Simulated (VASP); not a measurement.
Crystal: Si.

```
CELL_PARAMETERS angstrom
4.06425 0.00000 0.00000
-2.03213 3.51974 0.00000
0.00000 0.00000 2.73864
ATOMIC_POSITIONS crystal
Si 0.33333 0.66667 0.50000
Si 0.66667 0.33333 0.50000
```

The cell was built from a structure type or drawn by symmetry, and may not be a known phase.

- Program: VASP 6.6.1
- Task: relaxation of cell and atoms
- Functional: PBE
- Potentials or basis: VASP PAW PBE potentials, release 64 (Si)
- Cutoff: 600 eV
- k mesh: 15 × 15 × 20
- Occupations: gaussian, width 0.1 eV
- Spin: no spin polarisation

At the start: pressure 0.2 GPa; volume 19.59 Å³/atom.

Task: Where does the relaxation end?

Result: Over 8 steps the energy falls by 11.5 meV/atom and the volume is 19.51 Å³/atom (-0.4 %); space group P6/mmm (No. 191, to 0.1 Å) before and after.

The path:
```tsv
step	energy change (eV)	largest force (eV/Å)	pressure (GPa)	volume (Å³)
1	0.0000	0.0000	0.23	39.18
2	-0.0210	0.0000	-0.54	39.32
3	-0.0220	0.0000	-0.63	39.35
4	-0.0216	0.0000	-0.80	39.39
5	-0.0223	0.0000	-0.69	39.36
6	-0.0223	0.0000	-0.70	39.37
7	-0.0229	0.0000	0.34	38.86
8	-0.0231	0.0000	-0.02	39.03
```

Final structure:
```xyz
2
Lattice="4.1213 0.0000 0.0000 -2.0606 3.5691 0.0000 0.0000 0.0000 2.6532" Properties=species:S:1:pos:R:3 pbc="T T T"
Si    0.0000    2.3794    1.3266
Si    2.0606    1.1897    1.3266
```
